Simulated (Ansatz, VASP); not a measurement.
BaTa2Cu in VASP and in Ansatz

INCAR

```
PREC = Accurate
ENCUT = 520
EDIFF = 1E-6
ISMEAR = 0
SIGMA = 0.1
LREAL = False
LASPH = True
NELM = 100
ALGO = Fast
ISIF = 2
LWAVE = False
LCHARG = False
GGA = PE
NBANDS = 30
```

Contents of KPOINTS:

```
regular mesh
0
Gamma
  6 6 2
```

File POSCAR:

```
BaTa2Cu
1.0
    3.5012198500      0.0000000000      0.0000000000
   -1.7506099200      3.0321453300      0.0000000000
    0.0000000000      0.0000000000     10.5504863900
Ba Ta Cu
1 2 1
Direct
    0.3333333300      0.6666666700      0.0000000000
    0.0000000000      0.0000000000      0.7007092000
    0.0000000000      0.0000000000      0.2992908000
    0.3333333300      0.6666666700      0.5000000000
```

Input for Ansatz:

```yaml
crystal:
  lattice:
    - [3.50121985, 0.0, 0.0]
    - [-1.75060992, 3.03214533, 0.0]
    - [0.0, 0.0, 10.55048639]
  atoms:
    - { symbol: Ba, position: [0.33333333, 0.66666667, 0.0] }
    - { symbol: Ta, position: [0.0, 0.0, 0.7007092] }
    - { symbol: Ta, position: [0.0, 0.0, 0.2992908] }
    - { symbol: Cu, position: [0.33333333, 0.66666667, 0.5] }
basis:
  ecutwfc: 420
kpoints:
  mp_grid: { grid: [6, 6, 2] }
hamiltonian:
  xc: pbe
scf:
  occupations: { method: gaussian, width: 0.1 }
  lower_state_search: "off"
output:
  forces: true
  stress: true
  eigenvalues: true
```

Alike in both runs: task single point; functional PBE; k mesh 6 × 6 × 2; occupations gaussian, width 0.1 eV; no spin polarisation.

|  | VASP | Ansatz |
| --- | --- | --- |
| version | VASP 6.6.1 | Ansatz 0.2.0 |
| potentials or method | VASP PAW PBE potentials, release 64 (Ba_sv, Ta_pv, Cu), cutoff 520 eV | scalar-relativistic, plane waves, PAW |
| valence electrons in the cell | 43 | 55 |

```csv
,VASP,Ansatz,Ansatz less VASP
gap on the k mesh at the Fermi level (eV),none,none,-
pressure (GPa),-14.3,-14.7,-0.47
"traceless stress, the component that is largest in VASP (GPa)",2.70,2.63,-0.078
rms of the force components (eV/Å),0.345,0.336,-0.0085
```

Atom by atom the forces differ by 0.009 eV/Å (rms over components). A gap of «none» marks a metal or a gap that the smearing closes. VASP's potentials hold 43 valence electrons a cell and Ansatz's 55, so a difference there can come from the potentials and not from the codes.

Neither program's run includes spin-orbit coupling.
